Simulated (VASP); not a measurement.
A run of VASP 6.6.1:

POSCAR

```
NiO
1.0
    0.0000000000      2.1352850214      2.1352850214
    2.1352850214      0.0000000000      2.1352850214
    2.1352850214      2.1352850214      0.0000000000
Ni O
1 1
Direct
    0.0000000000      0.0000000000      0.0000000000
    0.5000000000      0.5000000000      0.5000000000
```

Contents of INCAR.step1:

```
  PREC = Accurate
  ENCUT = 660
  ISMEAR = 0
  SIGMA = 0.02
  LREAL = False
  LASPH = True
  NELM = 200
  ISPIN = 2
  MAGMOM = 1.84 0.31
  LMAXMIX = 4
  NBANDS = 23
  GGA = PE
  ALGO = Normal
  EDIFF = 1E-5
  LWAVE = True
  LCHARG = False
  GGA_COMPAT = False
```

The input INCAR.step2:

```
  PREC = Accurate
  ENCUT = 660
  EDIFF = 1E-6
  ISMEAR = 0
  SIGMA = 0.02
  LREAL = False
  LASPH = True
  NELM = 200
  ALGO = Normal
  ISIF = 2
  LWAVE = False
  LCHARG = True
  ISPIN = 2
  MAGMOM = 1.84 0.31
  LORBIT = 11
  LMAXMIX = 4
  METAGGA = R2SCAN
  LMIXTAU = True
  LELF = True
  LVHAR = True
  NBANDS = 23
  ISTART = 1
  GGA_COMPAT = False
```

Contents of KPOINTS:

```
Automatic mesh
0
Gamma
  12 12 12
```

Potentials or basis: VASP PAW PBE potentials, release 64 (Ni_sv_GW, O).

Launch:

```sh
$ cat potpaw_PBE.64/Ni_sv_GW/POTCAR potpaw_PBE.64/O/POTCAR > POTCAR
$ cp INCAR.step1 INCAR
$ mpirun -np 1 vasp_std > vasp.out
$ cp INCAR.step2 INCAR
$ mpirun -np 1 vasp_std > vasp.out
```

Hardware: 1 thread of Intel(R) Xeon(R) Platinum 8488C (Sapphire Rapids), on a shared host.

**Question.** Estimate the wall time of this run.

**Answer.** Wall time 6.6 min on 1 thread of Intel(R) Xeon(R) Platinum 8488C (Sapphire Rapids), with other jobs on the host, peak memory 0.25 GiB. Counts: k points 72.
